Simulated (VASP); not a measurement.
Input of a VASP 6.6.1 run:

File POSCAR:

```
ZnO
1.0
    2.6461709623      0.0000000000      0.0000000000
    0.0000000000      2.6461709623      0.0000000000
    0.0000000000      0.0000000000      2.6461709623
Zn O
1 1
Direct
    0.0000000000      0.0000000000      0.0000000000
    0.5000000000      0.5000000000      0.5000000000
```

The input INCAR.step1:

```
ALGO = Normal
EDIFF = 1E-5
ENCUT = 520
GGA = PE
ISIF = 2
ISMEAR = -1
LASPH = T
LCHARG = F
LREAL = F
LWAVE = T
NBANDS = 16
NELM = 100
PREC = Accurate
SIGMA = 0.02
```

INCAR.step2

```
AEXX = 0.2
ALGO = Normal
EDIFF = 1E-6
ENCUT = 520
GGA = PE
HFSCREEN = 0.5
ISIF = 2
ISMEAR = -1
ISTART = 1
LASPH = T
LCHARG = F
LHFCALC = T
LREAL = F
LWAVE = F
NBANDS = 16
NELM = 100
PREC = Accurate
PRECFOCK = Normal
SIGMA = 0.02
```

File KPOINTS:

```
k-points
0
Gamma
  4 4 4
```

Potentials or basis: VASP PAW PBE potentials, release 64 (Zn, O).

Run with:

```console
$ cat potpaw_PBE.64/Zn/POTCAR potpaw_PBE.64/O/POTCAR > POTCAR
$ cp INCAR.step1 INCAR
$ mpirun -np 1 vasp_std > vasp.out
$ cp INCAR.step2 INCAR
$ mpirun -np 1 vasp_std > vasp.out
```

(1) Estimate the pressure.

(2) What does it give for the band gap on the k mesh?

Answers

(1) 4.7 GPa.

(2) 0.06 eV (least direct gap 1.36 eV).

Caveat: the k points lie up to 0.59 Å⁻¹ apart; the PAW data sets were made with another functional, which shifts forces and pressure a little.
